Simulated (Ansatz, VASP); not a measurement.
# Mo: VASP beside Ansatz

Contents of INCAR:

```
SYSTEM = Mo
PREC     = Accurate       ! precision mode
ENCUT    = 520            ! plane-wave cutoff, eV
EDIFF    = 1E-6           ! SCF threshold, eV
ISMEAR   = 0              ! smearing method
SIGMA    = 0.15           ! smearing width, eV
LREAL    = .FALSE.        ! projectors in reciprocal space
LASPH    = .TRUE.         ! aspherical terms in the spheres
NELM     = 80             ! most SCF steps
ALGO     = Fast           ! electronic algorithm
ISIF     = 2              ! what is computed and relaxed
LWAVE    = .FALSE.        ! write WAVECAR
LCHARG   = .FALSE.        ! write CHGCAR
GGA      = PE             ! functional
NBANDS   = 13             ! bands
```

Contents of KPOINTS:

```
Automatic mesh
0
G
  20 20 20
  0 0 0
```

File POSCAR:

```
Mo
1.0
   -1.4722114365      1.6302333800      1.6382134882
    1.4722114365     -1.6302333800      1.6382134882
    1.4722114365      1.6302333800     -1.6382134882
Mo
1
Direct
    0.0000000000      0.0000000000      0.0000000000
```

Input for Ansatz:

```yaml
crystal:
  lattice:
    - [-1.4722114365, 1.63023338, 1.6382134882]
    - [1.4722114365, -1.63023338, 1.6382134882]
    - [1.4722114365, 1.63023338, -1.6382134882]
  atoms:
    - { symbol: Mo, position: [0.0, 0.0, 0.0] }
basis:
  ecutwfc: 420
kpoints:
  mp_grid: { grid: [20, 20, 20] }
hamiltonian:
  xc: pbe
scf:
  occupations: { method: gaussian, width: 0.15 }
output:
  forces: true
  stress: true
  eigenvalues: true
```

Change from the starting cell: strain +e along x and -e along y -0.0500, strain +e along z and -e/2 along x and y +0.0367.

Alike in both runs: task single point; functional PBE; k mesh 20 × 20 × 20; occupations gaussian, width 0.15 eV; no spin polarisation.

```csv
,VASP,Ansatz
version,VASP 6.6.1,Ansatz 0.2.0
potentials or method,"VASP PAW PBE potentials, release 64 (Mo_sv), cutoff 520 eV","scalar-relativistic, plane waves, PAW"
valence electrons in the cell,14,14
```

Ansatz gave:

* gap on the k mesh at the Fermi level (eV): none
* pressure (GPa): 2.5
* traceless stress, the component that is largest in VASP (GPa): 19.82

Problem. Which values does VASP return?

Solution. gap on the k mesh at the Fermi level (eV): none; pressure (GPa): 3.0; traceless stress, the component that is largest in VASP (GPa): 19.81.

A gap of «none» marks a metal or a gap that the smearing closes.
